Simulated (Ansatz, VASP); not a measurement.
## One calculation of La, two programs

INCAR

```
SYSTEM = La
PREC     = Accurate       ! precision mode
ENCUT    = 520            ! plane-wave cutoff, eV
EDIFF    = 1E-6           ! SCF threshold, eV
ISMEAR   = -1             ! smearing method
SIGMA    = 0.05           ! smearing width, eV
LREAL    = .False.        ! projectors in reciprocal space
LASPH    = .True.         ! aspherical terms in the spheres
NELM     = 80             ! most SCF steps
ALGO     = Normal         ! electronic algorithm
ISIF     = 2              ! what is computed and relaxed
LWAVE    = .False.        ! write WAVECAR
LCHARG   = .False.        ! write CHGCAR
NBANDS   = 18             ! bands
```

File KPOINTS:

```
regular mesh
0
Gamma
  11 11 6
  0 0 0
```

The input POSCAR:

```
La
1.0
    3.6734499165      0.0000000000      0.0000000000
   -1.8367249582      3.1813009472      0.0000000000
    0.0000000000      0.0000000000      5.9460876799
La
2
Direct
    0.3333333333      0.6666666667      0.2500000000
    0.6666666667      0.3333333333      0.7500000000
```

Input for Ansatz:

```yaml
crystal:
  lattice:
    - [3.6734499165, 0.0, 0.0]
    - [-1.8367249582, 3.1813009472, 0.0]
    - [0.0, 0.0, 5.9460876799]
  atoms:
    - { symbol: La, position: [0.3333333333, 0.6666666667, 0.25] }
    - { symbol: La, position: [0.6666666667, 0.3333333333, 0.75] }
kpoints:
  mp_grid: { grid: [11, 11, 6] }
  band_path:
    path:
      - [0.0, 0.0, 0.0]
      - [0.5, 0.0, 0.0]
      - [0.3333333333, 0.3333333333, 0.0]
      - [0.0, 0.0, 0.0]
      - [0.0, 0.0, 0.5]
      - [0.5, 0.0, 0.5]
      - [0.3333333333, 0.3333333333, 0.5]
      - [0.0, 0.0, 0.5]
      - [0.5, 0.0, 0.5]
    npoints: 5
scf:
  occupations: { method: fermi_dirac, width: 0.05 }
hamiltonian:
  xc: lda
  pseudopotentials: { kind: all_electron, lapw: { basis_error: 0.00025 } }
output:
  forces: true
  stress: true
  eigenvalues: true
```

Change from the starting cell: volume scaled by 0.94.

Alike in both runs: task single point; functional LDA; k mesh 11 × 11 × 6; occupations fermi-dirac, width 0.05 eV; no spin polarisation.

```csv
,VASP,Ansatz
version,VASP 6.6.1,Ansatz 0.2.0
potentials or method,"VASP PAW LDA potentials, release 64 (La), cutoff 520 eV","all-electron LAPW, scalar-relativistic"
```

|  | VASP | Ansatz | Ansatz less VASP |
| --- | --- | --- | --- |
| pressure (GPa) | -1.7 | -1.6 | +0.11 |
| traceless stress, the component that is largest in VASP (GPa) | 0.07 | 0.08 | +0.008 |

LDA's correlation is that of Perdew and Zunger in VASP and of Perdew and Wang (1992) in Ansatz. Ansatz ran all-electron here, and VASP with PAW potentials.

Neither program's run includes spin-orbit coupling.
